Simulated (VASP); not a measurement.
# BaTiO3 (Cm) in VASP: further runs, part 2 of 2

VASP 6.6.1. The steps go on from the part before.

### Step 3. Single point, r2SCAN+U (atom 3 (O) moved by (+0.600, +0.600) A along y and z)

POSCAR reads:

```
BaTiO3
1.0
    2.8368974874      1.6378835280      2.3209936158
   -2.8368974874      1.6378835280      2.3209936158
    0.0000000000     -3.2757670560      2.3209936158
Ba Ti O
1 1 3
Direct
    0.9999656897      0.9999656897      0.9999656897
    0.5077048750      0.5077048750      0.5077048750
    0.6394783323      0.6394783323      0.9505827450
    0.4922539385      0.9865215584      0.4922539385
    0.9865215584      0.4922539385      0.4922539385
```

INCAR.step1 reads:

```
PREC = Accurate ; ENCUT = 520
ISMEAR = 0 ; SIGMA = 0.05
LREAL = F ; LASPH = T
NELM = 150 ; LMAXMIX = 4
LDAU = T ; LDAUTYPE = 2
LDAUL = -1 2 -1 ; LDAUU = 0 4 0
LDAUJ = 0 0 0 ; NBANDS = 28
GGA = PE ; ALGO = Normal
EDIFF = 1E-4 ; LWAVE = T
LCHARG = F
```

INCAR.step2 reads:

```
PREC = Accurate ; ENCUT = 520
EDIFF = 1E-7 ; ISMEAR = 0
SIGMA = 0.05 ; LREAL = F
LASPH = T ; NELM = 150
ALGO = Normal ; ISIF = 2
LWAVE = F ; LCHARG = F
LMAXMIX = 4 ; LDAU = T
LDAUTYPE = 2 ; LDAUL = -1 2 -1
LDAUU = 0 4 0 ; LDAUJ = 0 0 0
LDAUPRINT = 1 ; METAGGA = R2SCAN
LMIXTAU = T ; NBANDS = 28
ISTART = 1
```

KPOINTS reads:

```
regular mesh
0
Gamma
  6 6 6
```

Potentials or basis: VASP PAW PBE potentials, release 64 (Ba_sv, Ti_sv, O).

Command:

```sh
> cat potpaw_PBE.64/Ba_sv/POTCAR potpaw_PBE.64/Ti_sv/POTCAR potpaw_PBE.64/O/POTCAR > POTCAR
> cp INCAR.step1 INCAR
> mpirun -np 1 vasp_std > vasp.out
> cp INCAR.step2 INCAR
> mpirun -np 1 vasp_std > vasp.out
```

OUTCAR:

```text
PREC = Accurate
   ENCUT = 520
   EDIFF = 1E-7
   ISMEAR = 0
   LREAL = F
   LASPH = T
   NELM = 150
   ISIF = 2
   METAGGA = R2SCAN
   ISTART = 1

 ion  position               nearest neighbor table
   1  1.000  1.000  1.000-   3 2.06   4 2.80   5 2.80   5 2.84   4 2.84   4 2.84   5 2.84   5 2.89
                             4 2.89   3 2.95   3 2.95   2 3.43   2 3.46   2 3.46   2 3.46   2 3.49
   2  0.508  0.508  0.508-   4 1.92   5 1.92   3 1.93   4 2.09   5 2.09   3 2.36   1 3.43   1 3.46
                             1 3.46   1 3.46   1 3.49   1 3.49   1 3.49   1 3.54
[... 990 lines left out ...]
  -------------------------------------------------------------------------------------
  Total        3.0667386      7.2977358      8.0734756      0.0000000      2.5785453      0.0000000
  in kB       75.9338630    180.6953027    199.9029786      0.0000000     63.8459703      0.0000000
  external PRESSURE =     152.1773814 kB  Pullay stress =       0.0000000 kB

 VOLUME and BASIS-vectors are now :
 -----------------------------------------------------------------------------
  energy-cutoff  :      520.00
  volume of cell :       64.71
      direct lattice vectors                 reciprocal lattice vectors
     2.836897487  1.637883528  2.320993616     0.176248878  0.101757337  0.143616652
    -2.836897487  1.637883528  2.320993616    -0.176248878  0.101757337  0.143616652
     0.000000000 -3.275767056  2.320993616     0.000000000 -0.203514675  0.143616652

 POSITION                                       TOTAL-FORCE (eV/Angst)
 -----------------------------------------------------------------------------------
      0.00000      0.00000      6.96274         0.000000      3.173542      4.922747
      0.00000      0.00000      3.53514         0.000000      0.453094      0.791661
      0.00000     -1.01911      5.17475         0.000000     -6.423299     -7.060744
     -1.40219      0.80955      4.57475        -1.957675      1.398332      0.673168
      1.40219      0.80955      4.57475         1.957675      1.398332      0.673168
 -----------------------------------------------------------------------------------
    total drift:                               -0.000000      0.002594      0.002360

  FREE ENERGIE OF THE ION-ELECTRON SYSTEM (eV)
  ---------------------------------------------------
  free  energy   TOTEN  =       -68.6380273244 eV

  energy  without entropy=      -68.6380273244  energy(sigma->0) =      -68.63802732
```

OUTCAR.step1:

```text
PREC = Accurate
   ENCUT = 520
   ISMEAR = 0
   LREAL = F
[... 984 lines left out ...]
      0.00000      0.00000      3.53514         0.000000      0.362025      0.621442
      0.00000     -1.01911      5.17475         0.000000     -6.152412     -6.727435
     -1.40219      0.80955      4.57475        -1.911256      1.353153      0.640486
      1.40219      0.80955      4.57475         1.911256      1.353153      0.640486
 -----------------------------------------------------------------------------------
    total drift:                               -0.000000     -0.001740      0.002830

  FREE ENERGIE OF THE ION-ELECTRON SYSTEM (eV)
  ---------------------------------------------------
  free  energy   TOTEN  =       -34.4563557192 eV

  energy  without entropy=      -34.4563557192  energy(sigma->0) =      -34.45635572
```

Run time: 8.7 min. Hardware: 1 thread of Intel Xeon Platinum 8259CL at 2.50GHz (Skylake/Cascade Lake), shared host; peak memory 0.26 GiB.

Results:

- Free energy: -68.6380 eV
- Pressure: 15.2 GPa
- Largest force: 9.545 eV/Å
- Band gap on the k mesh: 2.37 eV (least direct gap 2.84 eV)

Forces in eV/Å, atoms in the order of the input:
```
Ba   0.000  3.174  4.923
Ti   0.000  0.453  0.792
O    0.000 -6.423 -7.061
O   -1.958  1.398  0.673
O    1.958  1.398  0.673
```

Stress tensor (GPa, compression positive):
```
 7.59  0.00  0.00
 0.00 18.07  6.38
 0.00  6.38 19.99
```

Levels at points of the mesh, in eV from the valence-band top:
```tsv
k point	band 17	band 18	band 19	band 20	band 21	band 22	band 23	band 24
(0.00, 0.00, 0.00)	-1.37	-0.93	-0.76	-0.72	2.45	2.59	3.73	3.91
(0.50, 0.00, 0.00)	-2.01	-1.93	-1.17	-0.60	3.03	3.95	4.06	4.30
(0.00, 0.00, 0.50)	-1.33	-1.21	-0.99	-0.47	2.37	2.62	3.10	3.92
(0.50, 0.50, 0.00)	-1.20	-0.99	-0.43	-0.31	4.03	4.06	4.29	4.49
(0.50, 0.00, 0.50)	-1.93	-1.44	-1.17	0.00	3.05	3.81	3.95	4.33
(0.50, 0.50, 0.50)	-1.70	-0.69	-0.32	-0.01	3.63	4.13	4.52	4.85
```

Eigenvalues of the final occupation matrices:
```
    site  spin  trace               eigenvalues
site 2 d     1   0.78  0.09 0.10 0.11 0.24 0.24
site 2 d     2   0.78  0.09 0.10 0.11 0.24 0.24
```

Caveat: the cell differs from its parent crystal (atom 3 (O) moved by (+0.600, +0.600) A along y and z); the stress differs along the axes, from 8 to 20 GPa; the PAW data sets were made with another functional, which shifts forces and pressure a little; spin-orbit coupling is left out, which moves the levels of the heavy elements. A k mesh can miss the band edges.

### Step 4. Single point, r2SCAN+U (atom 3 (O) moved by (-0.600, -0.300) A along y and z)

POSCAR: that of step 3 with these lines changed.

```diff
@@ -10,3 +10,3 @@
     0.5077048750      0.5077048750      0.5077048750
-    0.6394783323      0.6394783323      0.9505827450
+    0.3881145404      0.3881145404      1.0655453675
     0.4922539385      0.9865215584      0.4922539385
```

INCAR.step1 reads:

```
SYSTEM = BaTiO3
PREC     = Accurate       ! precision mode
ENCUT    = 520            ! plane-wave cutoff, eV
ISMEAR   = 0              ! smearing method
SIGMA    = 0.05           ! smearing width, eV
LREAL    = .False.        ! projectors in reciprocal space
LASPH    = .True.         ! aspherical terms in the spheres
NELM     = 150            ! most SCF steps
LMAXMIX  = 4              ! l up to which the mixer works
LDAU     = .True.         ! DFT+U
LDAUTYPE = 2            
LDAUL    = -1 2 -1        ! shell
LDAUU    = 0 4 0          ! U, eV
LDAUJ    = 0 0 0        
NBANDS   = 28             ! bands
GGA      = PE             ! functional
ALGO     = Normal         ! electronic algorithm
EDIFF    = 1E-4           ! SCF threshold, eV
LWAVE    = .True.         ! write WAVECAR
LCHARG   = .False.        ! write CHGCAR
```

INCAR.step2 reads:

```
SYSTEM = BaTiO3
PREC     = Accurate       ! precision mode
ENCUT    = 520            ! plane-wave cutoff, eV
EDIFF    = 1E-6           ! SCF threshold, eV
ISMEAR   = 0              ! smearing method
SIGMA    = 0.05           ! smearing width, eV
LREAL    = .False.        ! projectors in reciprocal space
LASPH    = .True.         ! aspherical terms in the spheres
NELM     = 150            ! most SCF steps
ALGO     = Normal         ! electronic algorithm
ISIF     = 2              ! what is computed and relaxed
LWAVE    = .False.        ! write WAVECAR
LCHARG   = .False.        ! write CHGCAR
LMAXMIX  = 4              ! l up to which the mixer works
LDAU     = .True.         ! DFT+U
LDAUTYPE = 2            
LDAUL    = -1 2 -1        ! shell
LDAUU    = 0 4 0          ! U, eV
LDAUJ    = 0 0 0        
LDAUPRINT= 1            
METAGGA  = R2SCAN         ! meta-GGA
LMIXTAU  = .True.       
NBANDS   = 28             ! bands
ISTART   = 1
```

KPOINTS reads:

```
regular mesh
0
Gamma
  6 6 6
  0 0 0
```

Command:

```sh
> cat potpaw_PBE.64/Ba_sv/POTCAR potpaw_PBE.64/Ti_sv/POTCAR potpaw_PBE.64/O/POTCAR > POTCAR
> cp INCAR.step1 INCAR
> mpirun -np 1 vasp_std > vasp.out
> cp INCAR.step2 INCAR
> mpirun -np 1 vasp_std > vasp.out
```

Run time: 7.1 min. Hardware: 1 thread of Intel Xeon Platinum 8259CL at 2.50GHz (Skylake/Cascade Lake), shared host; peak memory 0.26 GiB.

The run converged. Its results:

* Free energy: -69.8582 eV
* Pressure: 10.5 GPa
* Largest force: 6.267 eV/Å
* Band gap on the k mesh: 2.64 eV (least direct gap 3.23 eV)

Forces on the atoms (eV/Å):
```
Ba   0.000 -1.728 -2.346
Ti   0.000 -0.301 -1.263
O    0.000  5.284  3.369
O    1.227 -1.627  0.120
O   -1.227 -1.627  0.120
```

Stress tensor (GPa, compression positive):
```
 7.01  0.00  0.00
 0.00 12.03  5.01
 0.00  5.01 12.52
```

Levels at points of the mesh, in eV from the valence-band top:
```csv
k point,band 16,band 17,band 18,band 19,band 20,band 21,band 22,band 23,band 24,band 25
"(0.00, 0.00, 0.00)",-1.77,-1.30,-0.99,-0.66,-0.60,2.64,2.72,4.10,4.15,4.18
"(0.50, 0.00, 0.00)",-2.26,-2.13,-1.82,-1.00,-0.84,3.28,4.16,4.40,4.52,6.03
"(0.00, 0.00, 0.50)",-2.30,-1.31,-1.31,-1.00,-0.89,2.73,2.99,3.73,4.23,4.70
"(0.50, 0.50, 0.00)",-3.08,-1.58,-0.71,-0.68,-0.34,4.18,4.48,4.63,4.75,7.80
"(0.50, 0.00, 0.50)",-2.47,-1.67,-1.32,-1.13,-0.16,3.44,4.08,4.20,4.47,6.44
"(0.50, 0.50, 0.50)",-2.52,-1.75,-0.70,-0.28,0.00,3.98,4.39,4.81,5.36,6.77
```

Eigenvalues of the final occupation matrices:
| site | spin | trace | eigenvalues |
| --- | --- | --- | --- |
| site 2 d | 1 | 0.78 | 0.10 0.10 0.11 0.23 0.24 |
| site 2 d | 2 | 0.78 | 0.10 0.10 0.11 0.23 0.24 |

Caveat: the cell differs from its parent crystal (atom 3 (O) moved by (-0.600, -0.300) A along y and z); the stress differs along the axes, from 7 to 13 GPa; the PAW data sets were made with another functional, which shifts forces and pressure a little; spin-orbit coupling is left out, which moves the levels of the heavy elements. A k mesh can miss the band edges.

### Step 5. Summary

| cell | gap on the mesh (eV) | pressure (GPa) | largest force (eV/Å) |
| --- | --- | --- | --- |
| as given, atomic positions A | 3.55 | 34.8 | 20.72 |
| as given, atomic positions B | 2.37 | 15.2 | 9.55 |
| as given, atomic positions C | 2.64 | 10.5 | 6.27 |

Alike in all rows: task single point; level r2SCAN+U; potentials or basis VASP PAW PBE potentials, release 64 (Ba_sv, Ti_sv, O); no spin polarisation; Ti d U = 4.0 eV; k mesh 6 × 6 × 6; cutoff (eV) 520; smearing gaussian 0.05 eV.

Caveats: the PAW data sets were made with another functional, which shifts forces and pressure a little; spin-orbit coupling is left out, which moves the levels of the heavy elements; atoms lie so close that the PAW spheres overlap strongly, which falsifies energies and pressures (at least some runs); the stress differs along the axes, from 14 to 49 GPa (at least some runs); the stress differs along the axes, from 8 to 20 GPa (at least some runs); the stress differs along the axes, from 7 to 13 GPa (at least some runs).

Absolute energies hang on the potentials; compare differences alone.
